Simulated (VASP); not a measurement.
Wanted: the native input for a VASP 6.6.1 run.

* Task: single point
* Functional: PBEsol
* Potentials or basis: VASP PAW PBE potentials, release 64 (Fe, Ge_d)
* Cutoff: 520 eV
* k mesh: 9 × 9 × 9
* Occupations: fermi-dirac, width 0.03 eV
* Spin: no spin polarisation
* Dipole correction: no
* Further INCAR settings: ALGO = Normal; EDIFF = 1e-06; NBANDS = 27

The structure of Fe3Ge lies in POSCAR:

```
Fe3Ge
1.0
    3.2808368810      0.0000000000      0.0000000000
    0.0000000000      3.2808368810      0.0000000000
    0.0000000000      0.0000000000      3.2808368810
Fe Ge
3 1
Direct
    0.0000000000      0.5000000000      0.5000000000
    0.5000000000      0.5000000000      0.0000000000
    0.5000000000      0.0000000000      0.5000000000
    0.0000000000      0.0000000000      0.0000000000
```

This cell differs from its parent crystal: volume scaled by 0.72.

The input as run:

INCAR

```
PREC = Accurate ; ENCUT = 520
EDIFF = 1E-6 ; ISMEAR = -1
SIGMA = 0.03 ; LREAL = F
LASPH = T ; NELM = 80
ALGO = Normal ; ISIF = 2
LWAVE = F ; LCHARG = T
GGA = PS ; LELF = T
LVHAR = T ; NBANDS = 27
```

KPOINTS

```
Automatic mesh
0
Gamma
  9 9 9
```

Potentials or basis: VASP PAW PBE potentials, release 64 (Fe, Ge_d).

Command:

```console
$ cat potpaw_PBE.64/Fe/POTCAR potpaw_PBE.64/Ge_d/POTCAR > POTCAR
$ mpirun -np 1 vasp_std > vasp.out
```

Results of the run:

```yaml
Pressure: 84.0 GPa
Band_gap_on_the_k_mesh: zero (band 19 reaches 11.30 eV, above the bottom of band 20 at 10.53 eV)
```

Caveat: the PAW data sets were made with another functional, which shifts forces and pressure a little.

It took 15 s on 1 thread of AMD EPYC 9R45 96-Core Processor (Zen 5) (shared host), peak memory 0.13 GiB.
